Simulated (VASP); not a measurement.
B2N:

```
B N
1.0
    -1.18945    1.18945    3.87015
     1.18945   -1.18945    3.87015
     1.18945    1.18945   -3.87015
B N
2 1
Direct
  0.34000 0.34000 0.00000
  0.66000 0.66000 0.00000
  0.00000 0.00000 0.00000
```

- Program: VASP 6.6.1
- Task: relaxation of cell and atoms
- Functional: PBE
- Potentials or basis: VASP PAW PBE potentials, release 64 (B, N)
- Cutoff: 600 eV
- k mesh: 10 × 10 × 10
- Occupations: gaussian, width 0.1 eV
- Spin: no spin polarisation

At the start: pressure -29.6 GPa; volume 7.30 Å³/atom.

Where does the relaxation end?

Over 17 steps the energy falls by 216.9 meV/atom and the volume is 6.56 Å³/atom (-10.2 %); space group I4/mmm (No. 139, to 0.1 Å) before and after.

The path:
```
step  energy change (eV)  largest force (eV/Å)  pressure (GPa)  volume (Å³)
   1              0.0000                0.5891          -29.64        21.90
   2             -0.3879                0.4407            8.66        17.89
   3             -0.4004                0.4595            1.13        18.39
   4             -0.4257                0.6269            1.43        18.40
   5             -0.5105                0.5004            2.67        18.43
   6             -0.6111                0.1580           12.29        18.47
   7             -0.6090                0.1238            9.28        18.46
   8             -0.6125                0.0480           10.58        18.47
   9             -0.6270                0.0456            8.66        18.71
  10             -0.6338                0.3924            5.82        19.17
  11             -0.6352                0.2870            6.66        19.03
  12             -0.6457                0.1069            3.48        19.26
  13             -0.6497                0.0863            0.21        19.51
  14             -0.6497                0.0935            0.12        19.52
  15             -0.6500                0.0806            0.11        19.53
  16             -0.6506                0.0417            0.05        19.58
  17             -0.6506                0.0351           -0.04        19.67
```

Final structure:
```yaml
crystal:
  lattice:
    - [-1.15147, 1.15147, 3.70934]
    - [1.15147, -1.15147, 3.70934]
    - [1.15147, 1.15147, -3.70934]
  atoms:
    - { symbol: B, position: [0.37742, 0.37742, 0.00000] }
    - { symbol: B, position: [0.62258, 0.62258, 0.00000] }
    - { symbol: N, position: [0.00000, 0.00000, 0.00000] }
```
